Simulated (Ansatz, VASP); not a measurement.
# TiAl in VASP and in Ansatz

POSCAR

```
TiAl
1.0
    3.1790640000      0.0000000000      0.0000000000
    0.0000000000      3.1790640000      0.0000000000
    0.0000000000      0.0000000000      3.1790640000
Ti Al
1 1
Direct
    0.0000000000      0.0000000000      0.0000000000
    0.5000000000      0.5000000000      0.5000000000
```

INCAR.step1

```
SYSTEM = TiAl
ALGO = Normal
EDIFF = 1E-5
ENCUT = 520
GGA = PE
ISIF = 2
ISMEAR = -1
LASPH = .TRUE.
LREAL = .FALSE.
LWAVE = .TRUE.
NBANDS = 14
NELM = 80
PREC = Accurate
SIGMA = 0.05
```

File INCAR.step2:

```
SYSTEM = TiAl
AEXX = 0.25
ALGO = Normal
EDIFF = 1E-6
ENCUT = 520
ISIF = 2
ISMEAR = -1
ISTART = 1
LASPH = .TRUE.
LCHARG = .TRUE.
LELF = .TRUE.
LHFCALC = .TRUE.
LMIXTAU = .TRUE.
LREAL = .FALSE.
LVHAR = .TRUE.
LWAVE = .FALSE.
METAGGA = R2SCAN
NBANDS = 14
NELM = 80
PREC = Accurate
PRECFOCK = Normal
SIGMA = 0.05
```

The input KPOINTS:

```
k-points
0
G
  4 4 4
  0 0 0
```

The input input.yaml:

```yaml
crystal:
  lattice:
    - [3.179064, 0.0, 0.0]
    - [0.0, 3.179064, 0.0]
    - [0.0, 0.0, 3.179064]
  atoms:
    - { symbol: Ti, position: [0.0, 0.0, 0.0] }
    - { symbol: Al, position: [0.5, 0.5, 0.5] }
hamiltonian:
  xc: r2scan0
  pseudopotentials: { kind: paw }
kpoints:
  mp_grid: { grid: [4, 4, 4] }
scf:
  occupations: { method: fermi_dirac, width: 0.05 }
output:
  forces: true
  stress: true
  eigenvalues: true
```

Alike in both runs: task single point; functional r2SCAN0; k mesh 4 × 4 × 4; occupations fermi-dirac, width 0.05 eV; no spin polarisation.

```csv
,VASP,Ansatz
version,VASP 6.6.1,Ansatz 0.2.0
potentials or method,"VASP PAW PBE potentials, release 64 (Ti_sv, Al)",Ansatz PAW
plane-wave cutoff (eV),520,500
valence electrons in the cell,15,15
```

```tsv
	VASP	Ansatz	Ansatz less VASP
gap on the k mesh at the Fermi level (eV)	none	none	-
pressure (GPa)	-1.7	-1.5	+0.13
```

VASP's potentials were made for PBE, not for r2SCAN0. A gap of «none» marks a metal or a gap that the smearing closes. The functional is the same, so the differences come from potentials, cutoffs and numerics.

The k mesh is coarse, so the values compare programs but aren't converged.
